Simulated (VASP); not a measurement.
# Hg (Fm-3m) in VASP: further runs

Hg is run at these levels: PBE; tasks: single point.

All numbers are computed with VASP 6.6.1; they aren't measurements. Logs are shortened: lines on timing, memory, paths and dates and some standing lists are left out, and cuts for length are marked.

**1. The cell of the first run**

It takes space group Fm-3m (No. 225, cubic). The conventional cell has a = 4.514 Å, b = 4.514 Å, c = 4.514 Å, α = 90.00°, β = 90.00°, γ = 90.00°. Hg (site symmetry m-3m) has 12 Hg at 3.19 Å within 4.2 Å.

**2. Single point, PBE**

The input, INCAR:

```
SYSTEM = Hg
  PREC = Accurate
  ENCUT = 520
  EDIFF = 1E-6
  ISMEAR = 0
  SIGMA = 0.05
  LREAL = .False.
  LASPH = .True.
  NELM = 80
  ALGO = Normal
  ISIF = 2
  LWAVE = .False.
  LCHARG = .False.
  GGA = PE
  NBANDS = 12
```

The input, KPOINTS:

```
regular mesh
0
Gamma
  16 16 16
  0 0 0
```

The input, POSCAR:

```
Hg
1.0
    0.0000000000      2.2569693368      2.2569693368
    2.2569693368      0.0000000000      2.2569693368
    2.2569693368      2.2569693368      0.0000000000
Hg
1
Direct
    0.0000000000      0.0000000000      0.0000000000
```

Potentials or basis: VASP PAW PBE potentials, release 64 (Hg).

Run with:

```console
$ cat potpaw_PBE.64/Hg/POTCAR > POTCAR
$ mpirun -np 1 vasp_std > vasp.out
```

OUTCAR:

```text
SYSTEM = Hg
   PREC = Accurate
   ENCUT = 520
   EDIFF = 1E-6
   ISMEAR = 0
   LREAL = .False.
   LASPH = .True.
   NELM = 80
   ISIF = 2
   GGA = PE

 ion  position               nearest neighbor table
   1  0.000  0.000  0.000-

  LATTYP: Found a face centered cubic cell.
 ALAT       =     4.5139386736

  Lattice vectors:

 A1 = (   0.0000000000,   2.2569693368,   2.2569693368)
 A2 = (   2.2569693368,   0.0000000000,   2.2569693368)
 A3 = (   2.2569693368,   2.2569693368,   0.0000000000)

Analysis of symmetry for initial positions (statically):
=====================================================================
 Subroutine PRICEL returns:
 Original cell was already a primitive cell.

 Routine SETGRP: Setting up the symmetry group for a
 face centered cubic supercell.

 Subroutine GETGRP returns: Found 48 space group operations
 (whereof 48 operations were pure point group operations)
 out of a pool of 48 trial point group operations.

The static configuration has the point symmetry O_h .

Analysis of symmetry for dynamics (positions and initial velocities):
=====================================================================
 Subroutine PRICEL returns:
 Original cell was already a primitive cell.

 Routine SETGRP: Setting up the symmetry group for a
 face centered cubic supercell.

 Subroutine GETGRP returns: Found 48 space group operations
 (whereof 48 operations were pure point group operations)
 out of a pool of 48 trial point group operations.

The dynamic configuration has the point symmetry O_h .

 Subroutine INISYM returns: Found 48 space group operations
 (whereof 48 operations are pure point group operations),
 and found     1 'primitive' translations

----------------------------------------------------------------------------------------

                                     Primitive cell

  volume of cell :      22.9936

  direct lattice vectors                    reciprocal lattice vectors
     0.000000000  2.256969337  2.256969337    -0.221536018  0.221536018  0.221536018
     2.256969337  0.000000000  2.256969337     0.221536018 -0.221536018  0.221536018
     2.256969337  2.256969337  0.000000000     0.221536018  0.221536018 -0.221536018

  length of vectors
     3.191836646  3.191836646  3.191836646     0.383711639  0.383711639  0.383711639

  position of ions in fractional coordinates (direct lattice)
     0.000000000  0.000000000  0.000000000

  ion indices of the primitive-cell ions
   primitive index   ion index
                 1           1

----------------------------------------------------------------------------------------

 KPOINTS: regular mesh

Automatic generation of k-mesh.
 Grid dimensions read from file:
 generate k-points for:   16   16   16

 Generating k-lattice:

  Cartesian coordinates                     Fractional coordinates (reciprocal lattice)
    -0.013846001  0.013846001  0.013846001     0.062500000  0.000000000  0.000000000
     0.013846001 -0.013846001  0.013846001     0.000000000  0.062500000  0.000000000
     0.013846001  0.013846001 -0.013846001     0.000000000  0.000000000  0.062500000

  Length of vectors
     0.023981977  0.023981977  0.023981977

  Shift w.r.t. Gamma in fractional coordinates (k-lattice)
     0.000000000  0.000000000  0.000000000

 Subroutine IBZKPT returns following result:
 ===========================================

 Found    145 irreducible k-points:

 Following reciprocal coordinates:
            Coordinates               Weight
  0.000000  0.000000  0.000000      1.000000
  0.062500  0.000000  0.000000      8.000000
  0.125000  0.000000  0.000000      8.000000
  0.187500  0.000000  0.000000      8.000000
  0.250000  0.000000  0.000000      8.000000
  0.312500  0.000000  0.000000      8.000000
[... 16 lines left out ...]
 -0.125000  0.062500  0.000000     24.000000
 -0.062500  0.062500  0.000000     12.000000
 [... further k-points ...]
   k-points           NKPTS =    145   k-points in BZ     NKDIM =    145   number of bands    NBANDS=     12
   number of dos      NEDOS =    301   number of ions     NIONS =      1
   total plane-waves  NPLWV =  13824
   dimension x,y,z NGX =    24 NGY =   24 NGZ =   24
   dimension x,y,z NGXF=    48 NGYF=   48 NGZF=   48
   ions per type =               1
   NGX,Y,Z   is equivalent  to a cutoff of  12.50, 12.50, 12.50 a.u.
   NGXF,Y,Z  is equivalent  to a cutoff of  25.00, 25.00, 25.00 a.u.
 SYSTEM =  Hg
   PREC   = accura    normal or accurate (medium, high low for compatibility)
   ISTART =      0    job   : 0-new  1-cont  2-samecut
   ICHARG =      2    charge: 1-file 2-atom 10-const
   ISPIN  =      1    spin polarized calculation?
   LNONCOLLINEAR =      F non collinear calculations
   LSORBIT =      F    spin-orbit coupling
   LASPH  =      T    aspherical Exc in radial PAW
   ENCUT  =  520.0 eV  38.22 Ry    6.18 a.u.   5.93  5.93  5.93*2*pi/ulx,y,z
   NELM   =     80;   NELMIN=  2; NELMDL= -5     # of ELM steps
   EDIFF  = 0.1E-05   stopping-criterion for ELM
   LREAL  =      F    real-space projection
   EDIFFG = 0.1E-04   stopping-criterion for IOM
   NSW    =      0    number of steps for IOM
   IBRION =     -1    ionic relax: 0-MD 1-quasi-New 2-CG
   NFREE  =      0    steps in history (QN), initial steepest desc. (CG)
   ISIF   =      2    stress and relaxation
   ISYM   =      2    0-nonsym 1-usesym 2-fastsym
   POTIM  = 0.5000    time-step for ionic-motion
   TEBEG  =    0.0;   TEEND  =   0.0 temperature during run
   PSTRESS=    0.0 pullay stress
   NELECT =      12.0000    total number of electrons
   NUPDOWN=      -1.0000    fix difference up-down
   EMIN   =  10.00;   EMAX   =-10.00  energy-range for DOS
   EFERMI =   0.00;   METHOD = LEGACY
   ISMEAR =     0;   SIGMA  =   0.05  broadening in eV -4-tet -1-fermi 0-gaus
   EFERMI_NEDOS =   21; number of points for ismear=-14 and -15
   IALGO  =     38    algorithm
   IMIX   =      4    mixing-type and parameters
     AMIX     =   0.40;   BMIX     =  1.00
     AMIX_MAG =   1.60;   BMIX_MAG =  1.00
  volume/ion in A,a.u.               =      22.99       155.17
  Fermi-wavevector in a.u.,A,eV,Ry     =   1.318053  2.490759 23.636913  1.737264
  Thomas-Fermi vector in A             =   2.448050
   LORBIT       =      0    0 simple, 1 ext, 2 COOP (PROOUT), +10 PAW based schemes
   GGA     = PE    functional components
   LHFCALC =     F    Hartree Fock is set to
   AEXX    =    0.0000 exact exchange contribution
   IVDW    =     0    specifies the selected vdW correction
   LEPSILON=     F    determine dielectric tensor
   LRPA    =     F    only Hartree local field effects (RPA)
 non-spin polarized calculation
 Gauss-broadening in eV      SIGMA  =   0.05
  energy-cutoff  :      520.00
  volume of cell :       22.99
 maximum number of plane-waves:       636
   NGX = 11   NGY = 11   NGZ = 11

 number of electron      12.0000000 magnetization

 Free energy of the ion-electron system (eV)
  ---------------------------------------------------
  ext. energy  EPLUGINS =         0.00000000
  ---------------------------------------------------
  free energy    TOTEN  =        -0.07522880 eV

  energy without entropy =       -0.07482721  energy(sigma->0) =       -0.07502801

 E-fermi :   2.8610     XC(G=0): -11.0115

 val. band max:        2.8383770901   @ k =  -0.3750   0.4375   0.1250
 cond. band min:       2.8991696769   @ k =   0.5000   0.1250   0.0000
 fundamental gap:      0.0607925868
 Fermi energy:         2.8609541410

 k-point     1 :       0.0000    0.0000    0.0000
  band No.  band energies     occupation
      1      -6.3071      2.00000
      2      -4.1492      2.00000
      3      -4.1492      2.00000
      4      -4.1492      2.00000
      5      -3.4754      2.00000
      6      -3.4754      2.00000
      7      16.5878      0.00000
      8      17.9360      0.00000
      9      17.9360      0.00000
     10      17.9360      0.00000
     11      22.0273      0.00000
     12      23.3199      0.00000

 k-point     2 :       0.0625    0.0000    0.0000
  band No.  band energies     occupation
      1      -6.2048      2.00000
      2      -4.1624      2.00000
      3      -4.1254      2.00000
      4      -4.1254      2.00000
      5      -3.4822      2.00000
      6      -3.4822      2.00000
      7      16.3885      0.00000
      8      17.0273      0.00000
      9      17.8923      0.00000
     10      17.8923      0.00000
     11      22.1749      0.00000
     12      23.3002      0.00000

 k-point     3 :       0.1250    0.0000    0.0000
  band No.  band energies     occupation
      1      -5.9126      2.00000
      2      -4.1824      2.00000
      3      -4.0667      2.00000
      4      -4.0667      2.00000
      5      -3.4909      2.00000
      6      -3.4909      2.00000
      7      14.4295      0.00000
      8      16.9186      0.00000
      9      17.7455      0.00000
     10      17.7455      0.00000
     11      21.5728      0.00000
     12      23.0441      0.00000

 k-point     4 :       0.1875    0.0000    0.0000
  band No.  band energies     occupation
      1      -5.5038      2.00000
      2      -4.1238      2.00000
      3      -4.0130      2.00000
      4      -4.0130      2.00000
      5      -3.4648      2.00000
      6      -3.4648      2.00000
      7      12.0506      0.00000
      8      16.9719      0.00000
      9      17.4629      0.00000
     10      17.4629      0.00000
     11      21.0013      0.00000
     12      22.4848      0.00000

 k-point     5 :       0.2500    0.0000    0.0000
  band No.  band energies     occupation
      1      -5.1894      2.00000
      2      -4.0085      2.00000
      3      -4.0085      2.00000
      4      -3.7591      2.00000
      5      -3.3669      2.00000
      6      -3.3669      2.00000
      7       9.6674      0.00000
      8      16.8240      0.00000
      9      17.0388      0.00000
     10      17.0388      0.00000
     11      20.8160      0.00000
     12      21.9462      0.00000
[... 228 lines left out ...]
      1      -5.0661      2.00000
      2      -4.0465      2.00000
      3      -3.9856      2.00000
      4      -3.6873      2.00000
      5      -3.4263      2.00000
      6      -3.0289      2.00000
      7       8.9535      0.00000
      8      14.8842      0.00000
      9      17.2530      0.00000
     10      17.8517      0.00000
     11      20.2758      0.00000
     12      21.2609      0.00000

 k-point    22 :      -0.1875    0.0625    0.0000
  band No.  band energies     occupation
      1      -5.2900      2.00000
      2      -4.1631      2.00000
      3      -3.9733      2.00000
      4      -3.9400      2.00000
      5      -3.5417      2.00000
      6      -3.2982      2.00000
      7      11.3057      0.00000
      8      15.2197      0.00000
      9      17.7012      0.00000
     10      18.4886      0.00000
     11      20.1219      0.00000
     12      21.5995      0.00000

 k-point    23 :      -0.1250    0.0625    0.0000
  band No.  band energies     occupation
      1      -5.6964      2.00000
      2      -4.2256      2.00000
      3      -4.0261      2.00000
      4      -3.9975      2.00000
      5      -3.5591      2.00000
      6      -3.4144      2.00000
      7      13.6864      0.00000
      8      15.6039      0.00000
      9      17.6963      0.00000
     10      18.6239      0.00000
     11      20.6457      0.00000
     12      22.4314      0.00000

 k-point    24 :      -0.0625    0.0625    0.0000
  band No.  band energies     occupation
      1      -6.0379      2.00000
      2      -4.1942      2.00000
      3      -4.0938      2.00000
      4      -4.0702      2.00000
      5      -3.5224      2.00000
      6      -3.4579      2.00000
      7      15.8576      0.00000
      8      16.0665      0.00000
      9      17.5005      0.00000
     10      18.3481      0.00000
     11      21.6038      0.00000
     12      23.3258      0.00000

 [... further k-points ...]

------------------------ aborting loop because EDIFF is reached ----------------------------------------

  FORCE on cell =-STRESS in cart. coord.  units (eV):
  Direction    XX          YY          ZZ          XY          YZ          ZX
  --------------------------------------------------------------------------------------
  -------------------------------------------------------------------------------------
  Total        0.8647096      0.8647096      0.8647096      0.0000000     -0.0000000     -0.0000000
  in kB       60.2523372     60.2523372     60.2523372      0.0000000     -0.0000000     -0.0000000
  external PRESSURE =      60.2523372 kB  Pullay stress =       0.0000000 kB

 VOLUME and BASIS-vectors are now :
 -----------------------------------------------------------------------------
  energy-cutoff  :      520.00
  volume of cell :       22.99
      direct lattice vectors                 reciprocal lattice vectors
     0.000000000  2.256969337  2.256969337    -0.221536018  0.221536018  0.221536018
     2.256969337  0.000000000  2.256969337     0.221536018 -0.221536018  0.221536018
     2.256969337  2.256969337  0.000000000     0.221536018  0.221536018 -0.221536018

 POSITION                                       TOTAL-FORCE (eV/Angst)
 -----------------------------------------------------------------------------------
      0.00000      0.00000      0.00000         0.000000      0.000000      0.000000
 -----------------------------------------------------------------------------------
    total drift:                               -0.000000      0.000000      0.000000

  FREE ENERGIE OF THE ION-ELECTRON SYSTEM (eV)
  ---------------------------------------------------
  free  energy   TOTEN  =        -0.0752288002 eV

  energy  without entropy=       -0.0748272147  energy(sigma->0) =       -0.07502801
```

Run time: 45 s. Hardware: 1 thread of AMD EPYC 7R13, shared host; peak memory 0.14 GiB.

Results:

- Free energy: -0.0752 eV
- Pressure: 6.0 GPa
- Band gap on the k mesh: zero (bands 6 and 7 overlap by 2.04 eV)

Caveat: the cell stands under pressure; spin-orbit coupling is left out, which moves the levels of the heavy elements.

(Continued in part 2 of 2.)

The gap in the log of VASP goes by the Fermi energy; the results here count the filled bands.